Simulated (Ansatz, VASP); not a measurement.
**InP: VASP beside Ansatz**

```
In P
1.0
     0.00000    2.77198    2.77198
     2.77198    0.00000    2.77198
     2.77198    2.77198    0.00000
In P
1 1
Direct
  0.00000 0.00000 0.00000
  0.50000 0.50000 0.50000
```

Alike in both runs: functional PBE; k mesh 14 × 14 × 14; occupations fermi-dirac, width 0.15 eV; no spin polarisation.

Ansatz relaxed the structure, and its values are those at the end. VASP's run is a single point on that final structure, the one shown.

|  | VASP | Ansatz |
| --- | --- | --- |
| version | VASP 6.6.1 | Ansatz 0.2.0 |
| potentials or method | VASP PAW PBE potentials, release 64 (In_d, P), cutoff 520 eV | scalar-relativistic, plane waves, PAW |
| valence electrons in the cell | 18 | 18 |

```csv
,VASP,Ansatz,Ansatz less VASP
gap on the k mesh at the Fermi level (eV),none,none,-
pressure (GPa),0.0,0.0,+0.03
```

A gap of «none» marks a metal or a gap that the smearing closes.
